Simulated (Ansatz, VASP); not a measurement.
# MnO: VASP beside Ansatz

Contents of INCAR:

```
  ALGO = Normal
  EDIFF = 1E-6
  ENCUT = 520
  GGA = RP
  ISIF = 2
  ISMEAR = 0
  ISPIN = 2
  IVDW = 13
  LASPH = True
  LCHARG = False
  LDAU = True
  LDAUJ = 0 0
  LDAUL = 2 -1
  LDAUPRINT = 1
  LDAUTYPE = 2
  LDAUU = 3.9 0
  LMAXMIX = 4
  LORBIT = 11
  LREAL = False
  LWAVE = False
  MAGMOM = 4.79 0.15
  NBANDS = 20
  NELM = 150
  PREC = Accurate
  SIGMA = 0.05
```

Contents of KPOINTS:

```
k-points
0
Gamma
  10 10 10
```

File POSCAR:

```
MnO
1.0
    0.0000000000      2.2890782448      2.2890782448
    2.2890782448      0.0000000000      2.2890782448
    2.2890782448      2.2890782448      0.0000000000
Mn O
1 1
Direct
    0.0000000000      0.0000000000      0.0000000000
    0.5000000000      0.5000000000      0.5000000000
```

Input for Ansatz:

```yaml
crystal:
  lattice:
    - [0.0, 2.2890782448, 2.2890782448]
    - [2.2890782448, 0.0, 2.2890782448]
    - [2.2890782448, 2.2890782448, 0.0]
  atoms:
    - { symbol: Mn, position: [0.0, 0.0, 0.0], spin: 4.78 }
    - { symbol: O, position: [0.5, 0.5, 0.5] }
basis:
  ecutwfc: 420
  ecutrho_ratio: 4
kpoints:
  mp_grid: { grid: [10, 10, 10] }
hamiltonian:
  xc: rpbe
  dispersion: d4
  hubbard:
    sites:
      - { species: Mn, l: d, u_eff: 3.9, starting_ns: start.occupation_matrices }
    ns_hold: { iters: 6 }
scf:
  occupations: { method: gaussian, width: 0.05 }
  lower_state_search: "off"
output:
  forces: true
  stress: true
  eigenvalues: true
  populations: true
  hubbard: { sites: [{ species: Mn, l: d }] }
magnetization:
  spin_polarized: true
```

Alike in both runs: task single point; functional RPBE; dispersion D4; k mesh 10 × 10 × 10; occupations gaussian, width 0.05 eV; collinear spin; Hubbard terms Mn d U = 3.9 eV.

|  | VASP | Ansatz |
| --- | --- | --- |
| version | VASP 6.6.1 | Ansatz 0.2.0 |
| potentials or method | VASP PAW PBE potentials, release 64 (Mn_pv, O), cutoff 520 eV | scalar-relativistic, plane waves, PAW |
| valence electrons in the cell | 19 | 21 |

|  | VASP | Ansatz | Ansatz less VASP |
| --- | --- | --- | --- |
| pressure (GPa) | -6.5 | -5.2 | +1.30 |
| net moment per atom (μB) | 2.50 | 2.50 | 0.000 |
| size of the moment on the site where the two differ most (μB) | 4.65 | 4.36 | -0.289 |

VASP's potentials were made for PBE, not for RPBE. Site moments also hang on the region over which each program counts them. The programs project onto different local orbitals, so the same U acts differently, and such runs can settle in different states. VASP's potentials hold 19 valence electrons a cell and Ansatz's 21, so a difference there can come from the potentials and not from the codes. Ansatz's warnings: filled band counts differ across k points, stability check not made.
